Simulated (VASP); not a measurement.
**KTaO3: single point with PBE**

Crystal: KTaO3.

```xyz
5
Lattice="3.9171 0.0000 0.0000 0.0000 3.9171 0.0000 0.0000 0.0000 4.4193" Properties=species:S:1:pos:R:3 pbc="T T T"
K     1.9586    1.9586    2.2097
Ta    0.0000    0.0000    0.0000
O     1.9586    0.0000    0.0000
O     0.0000    1.9586    0.0000
O     0.0000    0.0000    2.2097
```

This cell differs from its parent crystal: volume 13.562 Å^3 an atom, c/a of the conventional cell 1.1282.

* Program: VASP 6.6.1
* Task: single point
* Functional: PBE
* Potentials or basis: VASP PAW PBE potentials, release 64 (K_sv, Ta_pv, O)
* Cutoff: 520 eV
* k mesh: 8 × 8 × 8
* Occupations: gaussian, width 0.05 eV
* Spin: no spin polarisation
* Dipole correction: no
* Further INCAR settings: ALGO = Normal; EDIFF = 1e-07; NBANDS = 27

```json
{
 "Pressure": "-1.8 GPa",
 "Band gap on the k mesh": "1.84 eV, indirect (least direct gap 2.20 eV)"
}
```

Stress tensor (GPa, compression positive):
```
  8.39   0.00   0.00
  0.00   8.39   0.00
  0.00   0.00 -22.11
```

Levels at points of the mesh, in eV from the valence-band top:
```
           k point  band 15  band 16  band 17  band 18  band 19  band 20  band 21  band 22  band 23  band 24
(0.00, 0.00, 0.00)    -1.15    -1.15    -0.75    -0.36    -0.36     1.84     1.84     1.97     4.33     6.64
(0.50, 0.00, 0.00)    -2.28    -2.15    -1.16    -0.94    -0.62     2.01     4.76     4.93     4.94     8.09
(0.50, 0.50, 0.00)    -3.43    -1.59    -0.73    -0.73    -0.30     4.97     4.97     5.05     6.40    10.32
(0.00, 0.00, 0.50)    -1.76    -1.39    -1.39    -1.16    -1.16     2.03     3.62     3.62     6.87     7.91
(0.50, 0.00, 0.50)    -1.96    -1.95    -1.93    -1.70    -0.16     3.67     4.95     5.52     7.56     8.87
(0.50, 0.50, 0.50)    -3.71    -3.71    -0.28     0.00     0.00     5.63     5.63     6.46     8.28     8.28
```

Wall time 78 s on 1 thread of Intel(R) Xeon(R) 6975P-C (Granite Rapids), on a shared host, peak memory 0.26 GiB.

Caveat: spin-orbit coupling is left out, which moves the levels of the heavy elements. A k mesh can miss the band edges.
